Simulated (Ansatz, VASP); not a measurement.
MgO: VASP beside Ansatz

```
CELL_PARAMETERS angstrom
3.48408 0.00000 0.00000
-1.74204 3.01730 0.00000
0.00000 0.00000 4.18532
ATOMIC_POSITIONS crystal
Mg 0.66667 0.33333 0.75000
Mg 0.33333 0.66667 0.25000
O 0.66667 0.33333 0.25000
O 0.33333 0.66667 0.75000
```

Alike in both runs: task single point; functional PBE; k mesh 6 × 6 × 4; occupations methfessel-paxton of order 1, width 0.001 eV; no spin polarisation.

```csv
,VASP,Ansatz
version,VASP 6.6.1,Ansatz 0.2.0
potentials or method,"VASP PAW PBE potentials, release 64 (Mg, O)",plane waves
plane-wave cutoff (eV),600,420
valence electrons in the cell,16,32
```

|  | VASP | Ansatz | Ansatz less VASP |
| --- | --- | --- | --- |
| gap on the k mesh at the Fermi level (eV) | 3.44 | 3.45 | +0.015 |
| pressure (GPa) | 3.8 | 4.5 | +0.69 |
| traceless stress, the component that is largest in VASP (GPa) | 0.31 | 0.42 | +0.106 |

VASP's potentials hold 16 valence electrons a cell and Ansatz's 32, so a difference there can come from the potentials and not from the codes.
